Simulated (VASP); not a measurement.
# CuO (P6_3mc) in VASP: further runs, part 3 of 3

VASP 6.6.1. Earlier steps stand in the parts before.

## Step 6: Single point, PBE

This run uses another cell than the first one, of 12.35 Å³/atom.

File INCAR:

```
ALGO = Normal
EDIFF = 1E-6
ENCUT = 520
GGA = PE
ISIF = 2
ISMEAR = -1
LASPH = True
LCHARG = False
LREAL = False
LWAVE = False
NBANDS = 25
NELM = 100
PREC = Accurate
SIGMA = 0.05
```

File KPOINTS:

```
k-points
0
Gamma
  9 9 5
```

File POSCAR:

```
CuO
1.0
    3.2659564870      0.0000000000      0.0000000000
   -1.6329782385      2.8284012808      0.0000000000
    0.0000000000      0.0000000000      5.3488826646
Cu O
2 2
Direct
    0.6666666667      0.3333333333      0.0000000000
    0.3333333333      0.6666666667      0.5000000000
    0.6666666667      0.3333333333      0.6252000000
    0.3333333333      0.6666666667      0.1252000000
```

Potentials or basis: VASP PAW PBE potentials, release 64 (Cu, O).

On the command line:

```console
$ cat potpaw_PBE.64/Cu/POTCAR potpaw_PBE.64/O/POTCAR > POTCAR
$ mpirun -np 1 vasp_std > vasp.out
```

OUTCAR:

```text
EDIFF = 1E-6
   ENCUT = 520
   GGA = PE
   ISIF = 2
   ISMEAR = -1
   LASPH = True
   LREAL = False
   NELM = 100
   PREC = Accurate

 ion  position               nearest neighbor table
   1  0.667  0.333  0.000-   4 2.00   4 2.00   4 2.00   3 2.00
   2  0.333  0.667  0.500-   3 2.00   3 2.00   3 2.00   4 2.00
   3  0.667  0.333  0.625-   2 2.00   2 2.00   2 2.00   1 2.00
   4  0.333  0.667  0.125-   1 2.00   1 2.00   1 2.00   2 2.00

  LATTYP: Found a hexagonal cell.
 ALAT       =     3.2659564870
 C/A-ratio  =     1.6377691148

  Lattice vectors:

 A1 = (   3.2659564870,   0.0000000000,   0.0000000000)
 A2 = (  -1.6329782385,   2.8284012808,   0.0000000000)
 A3 = (   0.0000000000,   0.0000000000,   5.3488826646)

Analysis of symmetry for initial positions (statically):
=====================================================================
 Subroutine PRICEL returns:
 Original cell was already a primitive cell.

 Routine SETGRP: Setting up the symmetry group for a
 hexagonal supercell.

 Subroutine GETGRP returns: Found 12 space group operations
 (whereof  6 operations were pure point group operations)
 out of a pool of 24 trial point group operations.

The static configuration has the point symmetry C_3v.
 The point group associated with its full space group is C_6v.

Analysis of symmetry for dynamics (positions and initial velocities):
=====================================================================
 Subroutine PRICEL returns:
 Original cell was already a primitive cell.

 Routine SETGRP: Setting up the symmetry group for a
 hexagonal supercell.

 Subroutine GETGRP returns: Found 12 space group operations
 (whereof  6 operations were pure point group operations)
 out of a pool of 24 trial point group operations.

The dynamic configuration has the point symmetry C_3v.
[... 119 lines left out ...]
   ISMEAR =    -1;   SIGMA  =   0.05  broadening in eV -4-tet -1-fermi 0-gaus
   EFERMI_NEDOS =   21; number of points for ismear=-14 and -15
   IALGO  =     38    algorithm
   IMIX   =      4    mixing-type and parameters
     AMIX     =   0.40;   BMIX     =  1.00
     AMIX_MAG =   1.60;   BMIX_MAG =  1.00
  volume/ion in A,a.u.               =      12.35        83.36
  Fermi-wavevector in a.u.,A,eV,Ry     =   1.445317  2.731252 28.421753  2.088940
  Thomas-Fermi vector in A             =   2.563512
   LORBIT       =      0    0 simple, 1 ext, 2 COOP (PROOUT), +10 PAW based schemes
   GGA     = PE    functional components
   LHFCALC =     F    Hartree Fock is set to
   AEXX    =    0.0000 exact exchange contribution
   IVDW    =     0    specifies the selected vdW correction
   LEPSILON=     F    determine dielectric tensor
   LRPA    =     F    only Hartree local field effects (RPA)
 non-spin polarized calculation
  energy-cutoff  :      520.00
  volume of cell :       49.41
 maximum number of plane-waves:      1350
   NGX = 13   NGY = 13   NGZ = 19

 number of electron      34.0000034 magnetization

 Free energy of the ion-electron system (eV)
  ---------------------------------------------------
  ext. energy  EPLUGINS =         0.00000000
  ---------------------------------------------------
  free energy    TOTEN  =       -19.03613359 eV

  energy without entropy =      -18.98656904  energy(sigma->0) =      -19.01135132

 E-fermi :   3.2879     XC(G=0): -10.6747

 val. band max:        3.2774749005   @ k =   0.1111   0.1111   0.0000
 cond. band min:       3.2892643769   @ k =   0.3333   0.1111   0.2000
 fundamental gap:      0.0117894764
 Fermi energy:         3.2879258380

 k-point     1 :       0.0000    0.0000    0.0000
  band No.  band energies     occupation
      1     -15.1202      2.00000
      2     -14.5498      2.00000
      3      -2.2194      2.00000
      4      -1.1426      2.00000
      5      -1.1426      2.00000
      6      -1.1280      2.00000
[... 661 lines left out ...]
     24      13.5151      0.00000
     25      16.6967      0.00000

 [... further k-points ...]

------------------------ aborting loop because EDIFF is reached ----------------------------------------

  FORCE on cell =-STRESS in cart. coord.  units (eV):
  Direction    XX          YY          ZZ          XY          YZ          ZX
  --------------------------------------------------------------------------------------
  -------------------------------------------------------------------------------------
  Total       -2.2357632     -2.2357632     -1.7722989     -0.0000000     -0.0000000      0.0000000
  in kB      -72.4973120    -72.4973117    -57.4689220     -0.0000001     -0.0000000      0.0000000
  external PRESSURE =     -67.4878486 kB  Pullay stress =       0.0000000 kB

 VOLUME and BASIS-vectors are now :
 -----------------------------------------------------------------------------
  energy-cutoff  :      520.00
  volume of cell :       49.41
      direct lattice vectors                 reciprocal lattice vectors
     3.265956487  0.000000000  0.000000000     0.306189015  0.176778310  0.000000000
    -1.632978239  2.828401281  0.000000000     0.000000000  0.353556621  0.000000000
     0.000000000  0.000000000  5.348882665     0.000000000  0.000000000  0.186954933

 POSITION                                       TOTAL-FORCE (eV/Angst)
 -----------------------------------------------------------------------------------
      1.63298      0.94280      0.00000        -0.000000     -0.000000     -0.080677
      0.00000      1.88560      2.67444         0.000000      0.000000     -0.080677
      1.63298      0.94280      3.34412         0.000000      0.000000      0.080677
      0.00000      1.88560      0.66968        -0.000000      0.000000      0.080677
 -----------------------------------------------------------------------------------
    total drift:                                0.000000      0.000001     -0.000073

  FREE ENERGIE OF THE ION-ELECTRON SYSTEM (eV)
  ---------------------------------------------------
  free  energy   TOTEN  =       -19.0361335943 eV

  energy  without entropy=      -18.9865690424  energy(sigma->0) =      -19.01135132
```

stdout:

```text
POSCAR found type information on POSCAR CuO
 POSCAR found :  2 types and       4 ions
 scaLAPACK will be used
 LDA part: xc-table for (Slater+PW92), standard interpolation
 POSCAR, INCAR and KPOINTS ok, starting setup
 FFT: planning ... GRIDC
 FFT: planning ... GRID_SOFT
 FFT: planning ... GRID
 WAVECAR not read
 entering main loop
```

Run time: 67 s. Hardware: 1 thread of Intel Xeon 8259CL, shared host; peak memory 0.18 GiB.

What came out:

- Free energy: -19.0361 eV
- Pressure: -6.7 GPa
- Largest force: 0.081 eV/Å
- Band gap on the k mesh: zero (bands 17 and 18 overlap by 1.36 eV)

Forces on the atoms (eV/Å):
```
Cu   0.000  0.000 -0.081
Cu   0.000  0.000 -0.081
O    0.000  0.000  0.081
O    0.000  0.000  0.081
```

Caveat: the cell stands under tension; semilocal functionals often make such compounds metallic where correlation or magnetic order opens a gap, which also shifts bond lengths. With open d or f shells a metallic result of PBE can be an artefact of self-interaction; +U or a hybrid may open a gap.

## Step 7: Summary

```tsv
level	cell	k mesh	gap on the mesh (eV)	pressure (GPa)	largest force (eV/Å)
PBE	a = 3.288, b = 3.288, c = 5.385 Å, angles 90.0, 90.0, 120.0°, 4 atoms, atomic positions A	5 × 5 × 3	none	-8.5	0.06
BLYP+D3(BJ)	a = 3.118, b = 3.118, c = 5.387 Å, angles 90.0, 90.0, 120.0°, 4 atoms, atomic positions B	9 × 9 × 5	none	0.8	0.02
PBE	a = 3.221, b = 3.221, c = 5.275 Å, angles 90.0, 90.0, 120.0°, 4 atoms, atomic positions A	9 × 9 × 5	none	-2.0	0.10
PBE	a = 3.244, b = 3.244, c = 5.312 Å, angles 90.0, 90.0, 120.0°, 4 atoms, atomic positions A	9 × 9 × 5	none	-4.4	0.09
PBE	a = 3.266, b = 3.266, c = 5.349 Å, angles 90.0, 90.0, 120.0°, 4 atoms, atomic positions A	9 × 9 × 5	none	-6.7	0.08
```

Alike in all rows: task single point; potentials or basis VASP PAW PBE potentials, release 64 (Cu, O); no spin polarisation; cutoff (eV) 520; smearing fermi-dirac 0.05 eV.

Caveats: some runs use coarse meshes; semilocal functionals often make such compounds metallic where correlation or magnetic order opens a gap, which also shifts bond lengths; the cell stands under tension (at least some runs); the PAW data sets were made with another functional, which shifts forces and pressure a little (at least some runs).

Absolute energies hang on the potentials; compare differences alone.

The gap in the log of VASP goes by the Fermi energy; the results here count the filled bands.